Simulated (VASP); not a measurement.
# TiSe2 in VASP: relaxation of the atoms with LDA

Aim: the relaxation of the atoms of TiSe2 with LDA.

Everything below comes from runs of VASP 6.6.1. Logs are shortened: lines on timing, memory, paths and dates and some standing lists are left out, and cuts for length are marked.

### Step 1. The cell of the first run

The cell holds a slab with vacuum, 6 atoms: a = 3.438 Å, b = 3.438 Å, c = 23.883 Å, α = 90.00°, β = 90.00°, γ = 120.00°.

### Step 2. Relaxation of the atoms, LDA

The input, INCAR:

```
SYSTEM = TiSe2
  PREC = Accurate
  ENCUT = 450
  EDIFF = 1E-7
  ISMEAR = 0
  SIGMA = 0.1
  LREAL = .False.
  LASPH = .True.
  NELM = 120
  ALGO = Normal
  ISIF = 2
  LWAVE = .False.
  LCHARG = .False.
  LDIPOL = .True.
  IDIPOL = 3
  DIPOL = 0.5 0.5 0.500
  GGA = CA
  IBRION = 2
  NSW = 80
  EDIFFG = -0.02
  GGA_COMPAT = .False.
  NELMIN = 4
  NELMDL = -8
```

The input, KPOINTS:

```
regular mesh
0
Gamma
  12 12 1
  0 0 0
```

The input, POSCAR:

```
TiSe2
1.0
    3.4376632419      0.0000000000      0.0000000000
   -1.7188316210      2.9771036972      0.0000000000
    0.0000000000      0.0000000000     23.8826835493
Se Ti
4 2
Direct
    0.6666666667      0.3333333333      0.3140350616
    0.3333333333      0.6666666667      0.4428737540
    0.6666666667      0.3333333333      0.5571262460
    0.3333333333      0.6666666667      0.6859649384
    0.0000000000      0.0000000000      0.3784544078
    0.0000000000      0.0000000000      0.6215455922
```

Potentials or basis: VASP PAW LDA potentials, release 64 (Se, Ti_sv).

Started as:

```
$ cat potpaw_LDA.64/Se/POTCAR potpaw_LDA.64/Ti_sv/POTCAR > POTCAR
$ mpirun -np 1 vasp_std > vasp.out
```

OUTCAR:

```text
SYSTEM = TiSe2
   PREC = Accurate
   ENCUT = 450
   EDIFF = 1E-7
   ISMEAR = 0
   LREAL = .False.
   LASPH = .True.
   NELM = 120
   ISIF = 2
   GGA = CA
   IBRION = 2
   NSW = 80
   EDIFFG = -0.02
   NELMIN = 4
   NELMDL = -8

 ion  position               nearest neighbor table
   1  0.667  0.333  0.314-   5 2.51   5 2.51   5 2.51
   2  0.333  0.667  0.443-   5 2.51   5 2.51   5 2.51
   3  0.667  0.333  0.557-   6 2.51   6 2.51   6 2.51
   4  0.333  0.667  0.686-   6 2.51   6 2.51   6 2.51
   5  0.000  0.000  0.378-   1 2.51   2 2.51   1 2.51   2 2.51   1 2.51   2 2.51
   6  0.000  0.000  0.622-   3 2.51   4 2.51   3 2.51   4 2.51   3 2.51   4 2.51

  LATTYP: Found a hexagonal cell.
 ALAT       =     3.4376632419
 C/A-ratio  =     6.9473598397

  Lattice vectors:

 A1 = (   3.4376632419,   0.0000000000,   0.0000000000)
 A2 = (  -1.7188316210,   2.9771036972,   0.0000000000)
 A3 = (   0.0000000000,   0.0000000000,  23.8826835493)

Analysis of symmetry for initial positions (statically):
=====================================================================
 Subroutine PRICEL returns:
 Original cell was already a primitive cell.

 Routine SETGRP: Setting up the symmetry group for a
 hexagonal supercell.

 Subroutine GETGRP returns: Found 12 space group operations
 (whereof 12 operations were pure point group operations)
 out of a pool of 24 trial point group operations.

The static configuration has the point symmetry D_3d.

Analysis of symmetry for dynamics (positions and initial velocities):
=====================================================================
 Subroutine PRICEL returns:
 Original cell was already a primitive cell.

 Routine SETGRP: Setting up the symmetry group for a
 hexagonal supercell.

 Subroutine GETGRP returns: Found 12 space group operations
 (whereof 12 operations were pure point group operations)
 out of a pool of 24 trial point group operations.

The dynamic configuration has the point symmetry D_3d.

 Subroutine INISYM returns: Found 12 space group operations
 (whereof 12 operations are pure point group operations),
 and found     1 'primitive' translations

----------------------------------------------------------------------------------------

                                     Primitive cell

  volume of cell :     244.4221

  direct lattice vectors                    reciprocal lattice vectors
     3.437663242  0.000000000  0.000000000     0.290895277  0.167948466  0.000000000
    -1.718831621  2.977103697  0.000000000     0.000000000  0.335896933  0.000000000
     0.000000000  0.000000000 23.882683549     0.000000000  0.000000000  0.041871342

  length of vectors
     3.437663242  3.437663242 23.882683549     0.335896933  0.335896933  0.041871342

  position of ions in fractional coordinates (direct lattice)
     0.666666667  0.333333333  0.314035062
     0.333333333  0.666666667  0.442873754
     0.666666667  0.333333333  0.557126246
     0.333333333  0.666666667  0.685964938
     0.000000000  0.000000000  0.378454408
     0.000000000  0.000000000  0.621545592

  ion indices of the primitive-cell ions
   primitive index   ion index
                 1           1
                 2           2
                 3           3
                 4           4
                 5           5
                 6           6

----------------------------------------------------------------------------------------

 KPOINTS: regular mesh

Automatic generation of k-mesh.
 Grid dimensions read from file:
 generate k-points for:   12   12    1

 Generating k-lattice:

  Cartesian coordinates                     Fractional coordinates (reciprocal lattice)
     0.024241273  0.013995706  0.000000000     0.083333333  0.000000000  0.000000000
     0.000000000  0.027991411  0.000000000     0.000000000  0.083333333  0.000000000
     0.000000000  0.000000000  0.041871342     0.000000000  0.000000000  1.000000000

  Length of vectors
     0.027991411  0.027991411  0.041871342

  Shift w.r.t. Gamma in fractional coordinates (k-lattice)
     0.000000000  0.000000000  0.000000000

 Subroutine IBZKPT returns following result:
 ===========================================

 Found     19 irreducible k-points:

 Following reciprocal coordinates:
            Coordinates               Weight
  0.000000  0.000000  0.000000      1.000000
  0.083333  0.000000  0.000000      6.000000
  0.166667 -0.000000  0.000000      6.000000
  0.250000  0.000000  0.000000      6.000000
  0.333333  0.000000  0.000000      6.000000
  0.416667  0.000000  0.000000      6.000000
[... 11 lines left out ...]
  0.333333  0.250000  0.000000     12.000000
  0.333333  0.333333  0.000000      2.000000
   k-points           NKPTS =     19   k-points in BZ     NKDIM =     19   number of bands    NBANDS=     28
   number of dos      NEDOS =    301   number of ions     NIONS =      6
   total plane-waves  NPLWV =  96768
   dimension x,y,z NGX =    24 NGY =   24 NGZ =  168
   dimension x,y,z NGXF=    48 NGYF=   48 NGZF=  336
   ions per type =               4   2
   NGX,Y,Z   is equivalent  to a cutoff of  11.61, 11.61, 11.69 a.u.
   NGXF,Y,Z  is equivalent  to a cutoff of  23.21, 23.21, 23.39 a.u.
 SYSTEM =  TiSe2
   PREC   = accura    normal or accurate (medium, high low for compatibility)
   ISTART =      0    job   : 0-new  1-cont  2-samecut
   ICHARG =      2    charge: 1-file 2-atom 10-const
   ISPIN  =      1    spin polarized calculation?
   LNONCOLLINEAR =      F non collinear calculations
   LSORBIT =      F    spin-orbit coupling
   LASPH  =      T    aspherical Exc in radial PAW
   ENCUT  =  450.0 eV  33.07 Ry    5.75 a.u.   5.95  5.95 41.31*2*pi/ulx,y,z
   NELM   =    120;   NELMIN=  4; NELMDL= -8     # of ELM steps
   EDIFF  = 0.1E-06   stopping-criterion for ELM
   LREAL  =      F    real-space projection
   EDIFFG = -.2E-01   stopping-criterion for IOM
   NSW    =     80    number of steps for IOM
   IBRION =      2    ionic relax: 0-MD 1-quasi-New 2-CG
   NFREE  =      1    steps in history (QN), initial steepest desc. (CG)
   ISIF   =      2    stress and relaxation
   ISYM   =      2    0-nonsym 1-usesym 2-fastsym
   POTIM  = 0.5000    time-step for ionic-motion
   TEBEG  =    0.0;   TEEND  =   0.0 temperature during run
   PSTRESS=    0.0 pullay stress
   NELECT =      48.0000    total number of electrons
   NUPDOWN=      -1.0000    fix difference up-down
   EMIN   =  10.00;   EMAX   =-10.00  energy-range for DOS
   EFERMI =   0.00;   METHOD = LEGACY
   ISMEAR =     0;   SIGMA  =   0.10  broadening in eV -4-tet -1-fermi 0-gaus
   EFERMI_NEDOS =   21; number of points for ismear=-14 and -15
   IALGO  =     38    algorithm
   IMIX   =      4    mixing-type and parameters
     AMIX     =   0.40;   BMIX     =  1.00
     AMIX_MAG =   1.60;   BMIX_MAG =  1.00
  volume/ion in A,a.u.               =      40.74       274.91
  Fermi-wavevector in a.u.,A,eV,Ry     =   0.951572  1.798211 12.319936  0.905490
  Thomas-Fermi vector in A             =   2.080055
   LORBIT       =      0    0 simple, 1 ext, 2 COOP (PROOUT), +10 PAW based schemes
   GGA     = CA    functional components
   LHFCALC =     F    Hartree Fock is set to
   AEXX    =    0.0000 exact exchange contribution
   IVDW    =     0    specifies the selected vdW correction
   LEPSILON=     F    determine dielectric tensor
   LRPA    =     F    only Hartree local field effects (RPA)
 conjugate gradient relaxation of ions
 non-spin polarized calculation
 Gauss-broadening in eV      SIGMA  =   0.10
  energy-cutoff  :      450.00
  volume of cell :      244.42
 maximum number of plane-waves:      5358
 NGX is ok and might be reduce to    24
   NGX = 11   NGY = 11   NGZ = 83

--------------------------------------- Ionic step        1  -------------------------------------------

 number of electron      47.9999981 magnetization

 Free energy of the ion-electron system (eV)
  ---------------------------------------------------
  ext. energy  EPLUGINS =         0.00000000
  ---------------------------------------------------
  free energy    TOTEN  =       -40.46864529 eV

  energy without entropy =      -40.46010642  energy(sigma->0) =      -40.46437585

------------------------ aborting loop because EDIFF is reached ----------------------------------------

  FORCE on cell =-STRESS in cart. coord.  units (eV):
  Direction    XX          YY          ZZ          XY          YZ          ZX
  --------------------------------------------------------------------------------------
  -------------------------------------------------------------------------------------
  Total       -0.0613177     -0.0613177      0.3899314      0.0000000      0.0000000     -0.0000000
  in kB       -0.4019353     -0.4019353      2.5559854      0.0000000      0.0000000     -0.0000000
  external PRESSURE =       0.5840382 kB  Pullay stress =       0.0000000 kB
[... 21 lines left out ...]
  FREE ENERGIE OF THE ION-ELECTRON SYSTEM (eV)
  ---------------------------------------------------
  free  energy   TOTEN  =       -40.4686452862 eV

  energy  without entropy=      -40.4601064227  energy(sigma->0) =      -40.46437585

 dipolmoment           0.000000      0.000000      0.000000 electrons x Angstroem

--------------------------------------- Ionic step        2  -------------------------------------------

 number of electron      47.9999981 magnetization

------------------------ aborting loop because EDIFF is reached ----------------------------------------
[... 75 lines left out ...]
--------------------------------------- Ionic step        4  -------------------------------------------

 number of electron      47.9999981 magnetization

 dipolmoment           0.000000      0.000000     -0.000000 electrons x Angstroem

 Free energy of the ion-electron system (eV)
  ---------------------------------------------------
  ext. energy  EPLUGINS =         0.00000000
  ---------------------------------------------------
  free energy    TOTEN  =       -40.46965694 eV

  energy without entropy =      -40.46119539  energy(sigma->0) =      -40.46542617

 E-fermi :  -0.1424     XC(G=0):  -5.7305

 val. band max:       -0.1478475008   @ k =   0.0833   0.0000   0.0000
 cond. band min:      -0.1163729084   @ k =   0.3333   0.0000   0.0000
 fundamental gap:      0.0314745923
 Fermi energy:        -0.1423983374

 k-point     1 :       0.0000    0.0000    0.0000
  band No.  band energies     occupation
      1     -56.8005      2.00000
      2     -56.8004      2.00000
      3     -33.4460      2.00000
      4     -33.4459      2.00000
      5     -33.4078      2.00000
      6     -33.4078      2.00000
[... 578 lines left out ...]
     27       1.3134      0.00000
     28       1.3134      0.00000

------------------------ aborting loop because EDIFF is reached ----------------------------------------

 vacuum level on the upper side and lower side of the slab       (xc-potential included)        -0.091        -0.091

  FORCE on cell =-STRESS in cart. coord.  units (eV):
  Direction    XX          YY          ZZ          XY          YZ          ZX
  --------------------------------------------------------------------------------------
  -------------------------------------------------------------------------------------
  Total       -0.2109963     -0.2109963      0.1220439      0.0000000     -0.0000000     -0.0000000
  in kB       -1.3830724     -1.3830724      0.7999934      0.0000000     -0.0000000     -0.0000000
  external PRESSURE =      -0.6553838 kB  Pullay stress =       0.0000000 kB
[... 21 lines left out ...]
  FREE ENERGIE OF THE ION-ELECTRON SYSTEM (eV)
  ---------------------------------------------------
  free  energy   TOTEN  =       -40.4696569416 eV

  energy  without entropy=      -40.4611953911  energy(sigma->0) =      -40.46542617

 reached required accuracy - stopping structural energy minimisation

 vacuum level on the upper side and lower side of the slab         5.364         5.364
```

Run time: 11 min. Hardware: 1 thread of Intel Xeon 8259CL, shared host; peak memory 0.29 GiB.

What came out:

```yaml
Free_energy: -40.4697 eV
Energy_gained_by_relaxing: 0.2 meV/atom
Ionic_steps: 4
Largest_force_after_relaxing: 0.015 eV/Å
Band_gap_on_the_k_mesh: zero (bands 24 and 25 overlap by 0.72 eV)
```

Forces on the atoms (eV/Å):
```
Se   0.000  0.000 -0.012
Se   0.000  0.000 -0.001
Se   0.000  0.000  0.001
Se   0.000  0.000  0.012
Ti   0.000  0.000 -0.015
Ti   0.000  0.000  0.015
```

Step by step:
```csv
step,energy change (eV),largest force (eV/Å),pressure (GPa)
1,0.0000,0.1016,0.06
2,-0.0009,0.0317,-0.02
3,-0.0009,0.0250,-0.04
4,-0.0010,0.0154,-0.07
```

Final structure:
```yaml
crystal:
  lattice:
    - [3.43766, 0.00000, 0.00000]
    - [-1.71883, 2.97710, 0.00000]
    - [0.00000, 0.00000, 23.88268]
  atoms:
    - { symbol: Se, position: [0.66667, 0.33333, 0.31374] }
    - { symbol: Se, position: [0.33333, 0.66667, 0.44291] }
    - { symbol: Se, position: [0.66667, 0.33333, 0.55709] }
    - { symbol: Se, position: [0.33333, 0.66667, 0.68626] }
    - { symbol: Ti, position: [0.00000, 0.00000, 0.37860] }
    - { symbol: Ti, position: [0.00000, 0.00000, 0.62140] }
```
